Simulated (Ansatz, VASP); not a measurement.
# Two plane-wave programs on La2GeBO6

File INCAR:

```
ALGO = Normal
EDIFF = 1E-6
ENCUT = 520
ISIF = 2
ISMEAR = -1
LASPH = T
LCHARG = T
LELF = T
LREAL = F
LVHAR = T
LWAVE = F
NBANDS = 48
NELM = 60
PREC = Accurate
SIGMA = 0.1
```

Contents of KPOINTS:

```
k-points
0
Gamma
  4 4 4
```

POSCAR

```
La2GeBO6
1.0
    2.7263880000      1.5740790000      4.3950320000
   -2.7263880000      1.5740790000      4.3950320000
    0.0000000000     -3.1481590000      4.3950320000
La Ge B O
2 1 1 6
Direct
    0.7520000000      0.7520000000      0.7520000000
    0.2480000000      0.2480000000      0.2480000000
    0.5030000000      0.5030000000      0.5030000000
    0.0000000000      0.0000000000      0.0000000000
    0.6900000000      0.2550000000      0.7890000000
    0.7890000000      0.6900000000      0.2550000000
    0.2550000000      0.7890000000      0.6900000000
    0.2080000000      0.3240000000      0.7350000000
    0.7350000000      0.2080000000      0.3240000000
    0.3240000000      0.7350000000      0.2080000000
```

Input for Ansatz:

```yaml
crystal:
  lattice:
    - [2.726388, 1.574079, 4.395032]
    - [-2.726388, 1.574079, 4.395032]
    - [0.0, -3.148159, 4.395032]
  atoms:
    - { symbol: La, position: [0.752, 0.752, 0.752] }
    - { symbol: Ge, position: [0.503, 0.503, 0.503] }
    - { symbol: B, position: [0.0, 0.0, 0.0] }
    - { symbol: O, position: [0.69, 0.255, 0.789] }
    - { symbol: O, position: [0.789, 0.69, 0.255] }
    - { symbol: O, position: [0.255, 0.789, 0.69] }
    - { symbol: O, position: [0.208, 0.324, 0.735] }
    - { symbol: O, position: [0.735, 0.208, 0.324] }
    - { symbol: O, position: [0.324, 0.735, 0.208] }
    - { symbol: La, position: [0.248, 0.248, 0.248] }
  symmetry: { tolerance: 0.0003 }
kpoints:
  mp_grid: { grid: [4, 4, 4], shift: [0, 0, 0] }
magnetization:
  spin_polarized: false
scf:
  occupations: { method: fermi_dirac }
hamiltonian:
  pseudopotentials: { kind: paw }
  xc: lda
basis:
  ecutwfc: 420
output:
  forces: true
  stress: true
  eigenvalues: true
```

Alike in both runs: task single point; functional LDA; k mesh 4 × 4 × 4; no spin polarisation.

|  | VASP | Ansatz |
| --- | --- | --- |
| version | VASP 6.6.1 | Ansatz 0.2.0 |
| potentials or method | VASP PAW LDA potentials, release 64 (La, Ge_d, B, O), cutoff 520 eV | PAW plane waves |
| occupations | fermi-dirac, width 0.1 eV | fermi-dirac |
| valence electrons in the cell | 75 | 75 |

```tsv
	VASP	Ansatz	Ansatz less VASP
gap on the k mesh at the Fermi level (eV)	none	none	-
pressure (GPa)	-2.4	-3.0	-0.57
rms of the force components (eV/Å)	1.048	1.003	-0.0452
```

LDA's correlation is that of Perdew and Zunger in VASP and of Perdew and Wang (1992) in Ansatz. A gap of «none» marks a metal or a gap that the smearing closes. Ansatz's warnings: structure snapped to symmetry.

Neither program's run includes spin-orbit coupling.
